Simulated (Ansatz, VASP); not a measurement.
One calculation of BiP, two programs

```
Bi P
1.0
     4.04990    0.00000    0.00000
    -2.02495    3.50731    0.00000
     0.00000    0.00000    7.21648
Bi P
2 2
Direct
  0.00000 0.00000 0.00000
  0.00000 0.00000 0.50000
  0.33333 0.66667 0.25000
  0.66667 0.33333 0.75000
```

Alike in both runs: task single point; functional r2SCAN; k mesh 10 × 10 × 6; occupations gaussian, width 0.05 eV; no spin polarisation.

|  | VASP | Ansatz |
| --- | --- | --- |
| version | VASP 6.6.1 | Ansatz 0.2.0 |
| potentials or method | VASP PAW PBE potentials, release 64 (Bi_d, P), cutoff 520 eV | scalar-relativistic, plane waves, PAW |
| valence electrons in the cell | 40 | 40 |

|  | VASP | Ansatz | Ansatz less VASP |
| --- | --- | --- | --- |
| gap on the k mesh at the Fermi level (eV) | none | none | - |
| pressure (GPa) | -1.0 | -1.0 | +0.02 |
| traceless stress, the component that is largest in VASP (GPa) | -0.09 | -0.08 | +0.012 |

VASP's potentials were made for PBE, not for r2SCAN. A gap of «none» marks a metal or a gap that the smearing closes.

Spin-orbit coupling is off throughout.
